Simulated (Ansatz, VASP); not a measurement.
## One calculation of Se, two programs

Contents of INCAR:

```
PREC = Accurate ; ENCUT = 520
EDIFF = 1E-7 ; ISMEAR = -1
SIGMA = 0.03 ; LREAL = False
LASPH = True ; NELM = 60
ALGO = Normal ; ISIF = 2
LWAVE = False ; LCHARG = False
GGA = PS ; NBANDS = 16
```

File KPOINTS:

```
regular mesh
0
Gamma
  6 6 5
```

Contents of POSCAR:

```
Se
1.0
    4.3661999489     -0.0654929992     -0.0654929992
   -2.2398185756      3.8139865734     -0.0239721015
   -0.0743040000     -0.0743040000      4.9536000000
Se
3
Direct
    0.2254000000      0.0000000000      0.3333333333
    0.0000000000      0.2254000000      0.6666666667
    0.7746000000      0.7746000000      0.0000000000
```

Input for Ansatz:

```yaml
crystal:
  lattice:
    - [4.3661999489, -0.0654929992, -0.0654929992]
    - [-2.2398185756, 3.8139865734, -0.0239721015]
    - [-0.074304, -0.074304, 4.9536]
  atoms:
    - { symbol: Se, position: [0.2254, 0.0, 0.3333333333] }
    - { symbol: Se, position: [0.0, 0.2254, 0.6666666667] }
    - { symbol: Se, position: [0.7746, 0.7746, 0.0] }
kpoints:
  mp_grid: { grid: [6, 6, 5] }
  band_path:
    path:
      - [0.0, 0.0, 0.0]
      - [0.0, 0.0, 0.5]
      - [-0.5, 0.5, 0.0]
      - [0.0, 0.0, 0.0]
      - [0.0, -0.5, 0.0]
      - [-0.5, 0.0, 0.5]
      - [0.0, 0.0, 0.0]
      - [-0.5, 0.0, 0.0]
      - [0.0, -0.5, 0.5]
    npoints: 5
scf:
  occupations: { method: fermi_dirac, width: 0.03 }
hamiltonian:
  xc: pbesol
  pseudopotentials: { kind: all_electron, lapw: { basis_error: 0.001 } }
output:
  forces: true
  stress: true
  eigenvalues: true
```

Change from the starting cell: equal xy, yz and zx shear strains of -3 %.

Alike in both runs: task single point; functional PBEsol; k mesh 6 × 6 × 5; occupations fermi-dirac, width 0.03 eV; no spin polarisation.

|  | VASP | Ansatz |
| --- | --- | --- |
| version | VASP 6.6.1 | Ansatz 0.2.0 |
| potentials or method | VASP PAW PBE potentials, release 64 (Se), cutoff 520 eV | all-electron LAPW, scalar-relativistic |

Ansatz gave:

```
pressure (GPa)                                                : 0.5
traceless stress, the component that is largest in VASP (GPa) : 2.32
rms of the force components (eV/Å)                            : 0.366
```

Estimate VASP's values.

pressure (GPa): 0.7; traceless stress, the component that is largest in VASP (GPa): 2.35; rms of the force components (eV/Å): 0.388.

VASP's potentials were made for PBE, not for PBEsol. Atom by atom the forces differ by 0.030 eV/Å (rms over components). Ansatz ran all-electron here, and VASP with PAW potentials.
